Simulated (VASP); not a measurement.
# CaB15N15 (a cell with a defect) (Ca_B-V_N) in VASP: single point with PBE

Aim: the single point of CaB15N15 (a cell with a defect) (Ca_B-V_N) with PBE.

Everything below comes from runs of VASP 6.6.1. Logs are shortened: lines on timing, memory, paths and dates and some standing lists are left out, and cuts for length are marked.

## Step 1: The cell of the first run

The cell holds a defect, 31 atoms: a = 6.277 Å, b = 6.277 Å, c = 6.277 Å, α = 109.47°, β = 109.47°, γ = 109.47°.

## Step 2: Single point, PBE

INCAR reads:

```
PREC = Accurate ; ENCUT = 520
EDIFF = 1E-7 ; ISMEAR = -1
SIGMA = 0.01 ; LREAL = Auto
LASPH = T ; NELM = 100
ALGO = Normal ; ISIF = 2
LWAVE = F ; LCHARG = F
GGA = PE ; NBANDS = 86
```

KPOINTS reads:

```
Automatic mesh
0
Gamma
  2 2 2
  0.5 0.5 0.5
```

POSCAR reads:

```
CaB15N15
1.0
   -3.6241103844      3.6241103844     -3.6241103844
    3.6241103844      3.6241103844      3.6241103844
    3.6241103844     -3.6241103844     -3.6241103844
B Ca N
15 1 15
Direct
   -0.0151958388     -0.0132584790     -0.0307038503
    0.0071931078      0.2547050680      0.7600964003
    0.0072092637      0.5108300997      0.5039377537
   -0.0151015249      0.7199097028      0.2359938062
    0.2528655584      0.0091071907      0.7601476827
    0.2528262659      0.5108323757      0.2582994372
    0.2470450808      0.7504084744     -0.0003608071
    0.5090149860      0.0091032764      0.5039486741
    0.5089851295      0.2547160053      0.2583133866
    0.4970730405      0.4989529802      0.0046882507
    0.4970452924      0.7554125090      0.7481507647
    0.7182014381     -0.0132163144      0.2359534725
    0.7485213159      0.2489073088     -0.0003811600
    0.7535895854      0.4989525544      0.7481791497
    0.7485276545      0.7504100870      0.4981419271
    0.1728148827      0.1746161612      0.4239211195
   -0.0039426408      0.2483420322      0.0070898149
    0.0077629145      0.5060069003      0.7552442084
   -0.0039122099      0.7578653316      0.4975749535
    0.2464453439     -0.0020566416      0.0070906353
    0.2537329276      0.2556218868      0.7947165478
    0.2537175281      0.5453953921      0.5048152074
    0.2464737486      0.7578862255      0.2472015599
    0.5041170199      0.0096033064      0.7552200363
    0.5436007585      0.2556356171      0.5048497113
    0.5041299429      0.5060133267      0.2588555817
    0.4933505813      0.7472050613     -0.0035728578
    0.7560086399     -0.0020360660      0.4975583011
    0.7559535276      0.2483450908      0.2471517104
    0.7453290504      0.4952093313     -0.0035648895
    0.7453089248      0.7471821117      0.7444166836
```

Potentials or basis: VASP PAW PBE potentials, release 64 (B, Ca_sv, N).

Run with:

```
$ cat potpaw_PBE.64/B/POTCAR potpaw_PBE.64/Ca_sv/POTCAR potpaw_PBE.64/N/POTCAR > POTCAR
$ mpirun -np 1 vasp_std > vasp.out
```

OUTCAR:

```text
PREC = Accurate
   ENCUT = 520
   EDIFF = 1E-7
   ISMEAR = -1
   LREAL = Auto
   LASPH = T
   NELM = 100
   ISIF = 2
   GGA = PE

 ion  position               nearest neighbor table
   1  0.985  0.987  0.969-  31 1.48  17 1.55  20 1.55  16 2.35
   2  0.007  0.255  0.760-  21 1.49  18 1.59  17 1.59  28 1.61  16 2.62
   3  0.007  0.511  0.504-  22 1.49  18 1.59  19 1.59  29 1.61  16 2.63
   4  0.985  0.720  0.236-  30 1.48  23 1.55  19 1.55  16 2.35
   5  0.253  0.009  0.760-  21 1.49  24 1.59  20 1.59  19 1.61  16 2.62
   6  0.253  0.511  0.258-  22 1.49  26 1.59  23 1.59  17 1.61  16 2.63
   7  0.247  0.750  1.000-  18 1.52  20 1.54  23 1.54  27 1.56
   8  0.509  0.009  0.504-  25 1.49  24 1.59  28 1.59  23 1.61  16 2.62
   9  0.509  0.255  0.258-  25 1.49  26 1.59  29 1.59  20 1.61  16 2.62
  10  0.497  0.499  0.005-  21 1.47  26 1.57  27 1.58  30 1.58
  11  0.497  0.755  0.748-  22 1.47  24 1.57  27 1.58  31 1.58
  12  0.718  0.987  0.236-  27 1.48  29 1.55  28 1.55  16 2.35
  13  0.749  0.249  1.000-  24 1.52  17 1.54  29 1.54  30 1.56
  14  0.754  0.499  0.748-  25 1.47  18 1.57  31 1.58  30 1.58
  15  0.749  0.750  0.498-  26 1.52  28 1.54  19 1.54  31 1.56
  16  0.173  0.175  0.424-  25 2.05  21 2.05  22 2.05  12 2.35   1 2.35   4 2.35   8 2.62   5 2.62
                             9 2.62   2 2.62   3 2.63   6 2.63
  17  0.996  0.248  0.007-  13 1.54   1 1.55   2 1.59   6 1.61
  18  0.008  0.506  0.755-   7 1.52  14 1.57   3 1.59   2 1.59
  19  0.996  0.758  0.498-  15 1.54   4 1.55   3 1.59   5 1.61
  20  0.246  0.998  0.007-   7 1.54   1 1.55   5 1.59   9 1.61
  21  0.254  0.256  0.795-  10 1.47   2 1.49   5 1.49  16 2.05
  22  0.254  0.545  0.505-  11 1.47   3 1.49   6 1.49  16 2.05
  23  0.246  0.758  0.247-   7 1.54   4 1.55   6 1.59   8 1.61
  24  0.504  0.010  0.755-  13 1.52  11 1.57   5 1.59   8 1.59
  25  0.544  0.256  0.505-  14 1.47   9 1.49   8 1.49  16 2.05
  26  0.504  0.506  0.259-  15 1.52  10 1.57   6 1.59   9 1.59
  27  0.493  0.747  0.996-  12 1.48   7 1.56  11 1.58  10 1.58
  28  0.756  0.998  0.498-  15 1.54  12 1.55   8 1.59   2 1.61
  29  0.756  0.248  0.247-  13 1.54  12 1.55   9 1.59   3 1.61
  30  0.745  0.495  0.996-   4 1.48  13 1.56  10 1.58  14 1.58
  31  0.745  0.747  0.744-   1 1.48  15 1.56  14 1.58  11 1.58

  LATTYP: Found a body centered cubic cell.
 ALAT       =     7.2482207688

  Lattice vectors:

 A1 = (  -3.6241103844,   3.6241103844,  -3.6241103844)
 A2 = (   3.6241103844,   3.6241103844,   3.6241103844)
 A3 = (   3.6241103844,  -3.6241103844,  -3.6241103844)

Analysis of symmetry for initial positions (statically):
=====================================================================
 Subroutine PRICEL returns:
 Original cell was already a primitive cell.

 Routine SETGRP: Setting up the symmetry group for a
 body centered cubic supercell.

 Subroutine GETGRP returns: Found  1 space group operations
 (whereof  1 operations were pure point group operations)
 out of a pool of 48 trial point group operations.

The static configuration has the point symmetry C_1 .

Analysis of symmetry for dynamics (positions and initial velocities):
=====================================================================
 Subroutine PRICEL returns:
 Original cell was already a primitive cell.

 Routine SETGRP: Setting up the symmetry group for a
 body centered cubic supercell.

 Subroutine GETGRP returns: Found  1 space group operations
 (whereof  1 operations were pure point group operations)
 out of a pool of 48 trial point group operations.

The dynamic configuration has the point symmetry C_1 .

 Subroutine INISYM returns: Found  1 space group operations
 (whereof  1 operations are pure point group operations),
 and found     1 'primitive' translations

----------------------------------------------------------------------------------------

                                     Primitive cell

  volume of cell :     190.3988

  direct lattice vectors                    reciprocal lattice vectors
    -3.624110384  3.624110384 -3.624110384     0.000000000  0.137964893 -0.137964893
     3.624110384  3.624110384  3.624110384     0.137964893  0.137964893  0.000000000
     3.624110384 -3.624110384 -3.624110384     0.137964893  0.000000000 -0.137964893

  length of vectors
     6.277143318  6.277143318  6.277143318     0.195111822  0.195111822  0.195111822

  position of ions in fractional coordinates (direct lattice)
     0.984804161  0.986741521  0.969296150
     0.007193108  0.254705068  0.760096400
     0.007209264  0.510830100  0.503937754
     0.984898475  0.719909703  0.235993806
     0.252865558  0.009107191  0.760147683
     0.252826266  0.510832376  0.258299437
[... 23 lines left out ...]
     0.745329050  0.495209331  0.996435111
     0.745308925  0.747182112  0.744416684

  ion indices of the primitive-cell ions
   primitive index   ion index
                 1           1
                 2           2
                 3           3
                 4           4
                 5           5
                 6           6
[... 23 lines left out ...]
                30          30
                31          31

----------------------------------------------------------------------------------------

 KPOINTS: Automatic mesh

Automatic generation of k-mesh.
 Grid dimensions read from file:
 generate k-points for:    2    2    2

 Generating k-lattice:

  Cartesian coordinates                     Fractional coordinates (reciprocal lattice)
     0.000000000  0.068982446 -0.068982446     0.500000000  0.000000000  0.000000000
     0.068982446  0.068982446  0.000000000     0.000000000  0.500000000  0.000000000
     0.068982446  0.000000000 -0.068982446     0.000000000  0.000000000  0.500000000

  Length of vectors
     0.097555911  0.097555911  0.097555911

  Shift w.r.t. Gamma in fractional coordinates (k-lattice)
     0.500000000  0.500000000  0.500000000

 Subroutine IBZKPT returns following result:
 ===========================================

 Found      4 irreducible k-points:

 Following reciprocal coordinates:
            Coordinates               Weight
  0.250000  0.250000  0.250000      2.000000
 -0.250000  0.250000  0.250000      2.000000
  0.250000 -0.250000  0.250000      2.000000
  0.250000  0.250000 -0.250000      2.000000
   k-points           NKPTS =      4   k-points in BZ     NKDIM =      4   number of bands    NBANDS=     86
   number of dos      NEDOS =    301   number of ions     NIONS =     31
   total plane-waves  NPLWV = 110592
   dimension x,y,z NGX =    48 NGY =   48 NGZ =   48
   dimension x,y,z NGXF=    96 NGYF=   96 NGZF=   96
   ions per type =              15   1  15
   NGX,Y,Z   is equivalent  to a cutoff of  12.71, 12.71, 12.71 a.u.
   NGXF,Y,Z  is equivalent  to a cutoff of  25.42, 25.42, 25.42 a.u.
 SYSTEM =  unknown system
   PREC   = accura    normal or accurate (medium, high low for compatibility)
   ISTART =      0    job   : 0-new  1-cont  2-samecut
   ICHARG =      2    charge: 1-file 2-atom 10-const
   ISPIN  =      1    spin polarized calculation?
   LNONCOLLINEAR =      F non collinear calculations
   LSORBIT =      F    spin-orbit coupling
   LASPH  =      T    aspherical Exc in radial PAW
   ENCUT  =  520.0 eV  38.22 Ry    6.18 a.u.  11.67 11.67 11.67*2*pi/ulx,y,z
   NELM   =    100;   NELMIN=  2; NELMDL= -5     # of ELM steps
   EDIFF  = 0.1E-06   stopping-criterion for ELM
   LREAL  =      T    real-space projection
   EDIFFG = 0.1E-05   stopping-criterion for IOM
   NSW    =      0    number of steps for IOM
   IBRION =     -1    ionic relax: 0-MD 1-quasi-New 2-CG
   NFREE  =      0    steps in history (QN), initial steepest desc. (CG)
   ISIF   =      2    stress and relaxation
   ISYM   =      2    0-nonsym 1-usesym 2-fastsym
   POTIM  = 0.5000    time-step for ionic-motion
   TEBEG  =    0.0;   TEEND  =   0.0 temperature during run
   PSTRESS=    0.0 pullay stress
   NELECT =     130.0000    total number of electrons
   NUPDOWN=      -1.0000    fix difference up-down
   EMIN   =  10.00;   EMAX   =-10.00  energy-range for DOS
   EFERMI =   0.00;   METHOD = LEGACY
   ISMEAR =    -1;   SIGMA  =   0.01  broadening in eV -4-tet -1-fermi 0-gaus
   EFERMI_NEDOS =   21; number of points for ismear=-14 and -15
   IALGO  =     38    algorithm
   IMIX   =      4    mixing-type and parameters
     AMIX     =   0.40;   BMIX     =  1.00
     AMIX_MAG =   1.60;   BMIX_MAG =  1.00
  volume/ion in A,a.u.               =       6.14        41.45
  Fermi-wavevector in a.u.,A,eV,Ry     =   1.441566  2.724165 28.274438  2.078113
  Thomas-Fermi vector in A             =   2.560184
   LORBIT       =      0    0 simple, 1 ext, 2 COOP (PROOUT), +10 PAW based schemes
   GGA     = PE    functional components
   LHFCALC =     F    Hartree Fock is set to
   AEXX    =    0.0000 exact exchange contribution
   IVDW    =     0    specifies the selected vdW correction
   LEPSILON=     F    determine dielectric tensor
   LRPA    =     F    only Hartree local field effects (RPA)
 non-spin polarized calculation
  energy-cutoff  :      520.00
  volume of cell :      190.40
 maximum number of plane-waves:      5137
 NGX is ok and might be reduce to    48
   NGX = 23   NGY = 23   NGZ = 23

 number of electron     130.0000001 magnetization

 Free energy of the ion-electron system (eV)
  ---------------------------------------------------
  ext. energy  EPLUGINS =         0.00000000
  ---------------------------------------------------
  free energy    TOTEN  =      -255.35901535 eV

  energy without entropy =     -255.35901535  energy(sigma->0) =     -255.35901535

 E-fermi :   8.8908     XC(G=0): -12.7819

 val. band max:        8.5179864941   @ k =   0.2500  -0.2500   0.2500
 cond. band min:      10.9893147979   @ k =   0.2500  -0.2500   0.2500
 fundamental gap:      2.4713283037
 Fermi energy:         8.8908162144

 k-point     1 :       0.2500    0.2500    0.2500
  band No.  band energies     occupation
      1     -29.6814      2.00000
      2     -12.2463      2.00000
      3     -12.2460      2.00000
      4     -11.8530      2.00000
      5     -10.9867      2.00000
      6     -10.9863      2.00000
[... 69 lines left out ...]
     76      15.1161      0.00000
     77      15.4041      0.00000
[... 238 lines left out ...]
     76      16.1955      0.00000
     77      16.2841      0.00000
 [bands above 77 left out]

------------------------ aborting loop because EDIFF is reached ----------------------------------------

  FORCE on cell =-STRESS in cart. coord.  units (eV):
  Direction    XX          YY          ZZ          XY          YZ          ZX
  --------------------------------------------------------------------------------------
  -------------------------------------------------------------------------------------
  Total       25.2479859     25.2417198     25.2663709      3.6155100     -3.6064976     -3.6059231
  in kB      212.4579949    212.4052670    212.6127020     30.4239714    -30.3481336    -30.3432989
  external PRESSURE =     212.4919880 kB  Pullay stress =       0.0000000 kB

 VOLUME and BASIS-vectors are now :
 -----------------------------------------------------------------------------
  energy-cutoff  :      520.00
  volume of cell :      190.40
      direct lattice vectors                 reciprocal lattice vectors
    -3.624110384  3.624110384 -3.624110384     0.000000000  0.137964893 -0.137964893
     3.624110384  3.624110384  3.624110384     0.137964893  0.137964893  0.000000000
     3.624110384 -3.624110384 -3.624110384     0.137964893  0.000000000 -0.137964893

 POSITION                                       TOTAL-FORCE (eV/Angst)
 -----------------------------------------------------------------------------------
      3.51986      3.63226     -3.50582        -0.069170     -0.029247      0.062689
      3.65168     -1.80553     -1.85766         0.139173     -0.047328      0.029793
      3.65150      0.05111     -0.00115         0.141845     -0.031701      0.051622
     -0.10508      5.32315     -1.81562        -0.058761     -0.061109      0.035041
      1.87145     -1.80544     -3.63827        -0.033142     -0.051670     -0.135768
      1.87115      1.83148     -0.00106        -0.029744      0.140349      0.048324
[... 23 lines left out ...]
      2.70473      0.88466     -4.51765         0.024440      0.027012     -0.033913
      2.70464      2.71110     -2.69106         0.029011      0.036250     -0.026396
 -----------------------------------------------------------------------------------
    total drift:                               -0.000560      0.006490      0.000091

  FREE ENERGIE OF THE ION-ELECTRON SYSTEM (eV)
  ---------------------------------------------------
  free  energy   TOTEN  =      -255.3590153537 eV

  energy  without entropy=     -255.3590153537  energy(sigma->0) =     -255.35901535
```

Run time: 2.7 min. Hardware: 1 thread of Intel Xeon Platinum 8259CL at 2.50GHz (Skylake/Cascade Lake), shared host; peak memory 0.34 GiB.

What came out:

| Item | Value |
| --- | --- |
| Free energy | -255.3590 eV |
| Pressure | 21.2 GPa |
| Largest force | 0.299 eV/Å |
| Band gap on the k mesh | 2.47 eV |

Forces on the atoms (eV/Å):
```
B   -0.069 -0.029  0.063
B    0.139 -0.047  0.030
B    0.142 -0.032  0.052
B   -0.059 -0.061  0.035
B   -0.033 -0.052 -0.136
B   -0.030  0.140  0.048
B   -0.035 -0.003  0.004
B   -0.049 -0.033 -0.140
B   -0.049  0.139  0.032
B    0.028  0.068 -0.027
B    0.027  0.028 -0.068
B   -0.034 -0.069  0.067
B   -0.004 -0.005  0.035
B    0.068  0.028 -0.026
B   -0.005 -0.034  0.002
Ca  -0.173 -0.174  0.172
N    0.052  0.007  0.036
N   -0.048  0.028 -0.029
N    0.052 -0.037 -0.007
N   -0.033  0.005 -0.054
N   -0.065  0.119  0.062
N   -0.061 -0.061 -0.117
N   -0.040  0.052 -0.007
N    0.031  0.032  0.048
N    0.115 -0.064  0.061
N    0.030 -0.048 -0.030
N    0.038  0.025 -0.026
N    0.006 -0.036 -0.052
N    0.006  0.053  0.031
N    0.024  0.027 -0.034
N    0.029  0.036 -0.026
```

Levels at points of the mesh, in eV from the valence-band top:
```csv
k point,band 61,band 62,band 63,band 64,band 65,band 66,band 67,band 68,band 69,band 70
"(0.25, 0.25, 0.25)",-2.55,-1.69,-1.18,-1.18,-0.38,2.78,2.79,4.95,4.95,5.50
```

Caveat: the k points lie up to 0.61 Å⁻¹ apart.
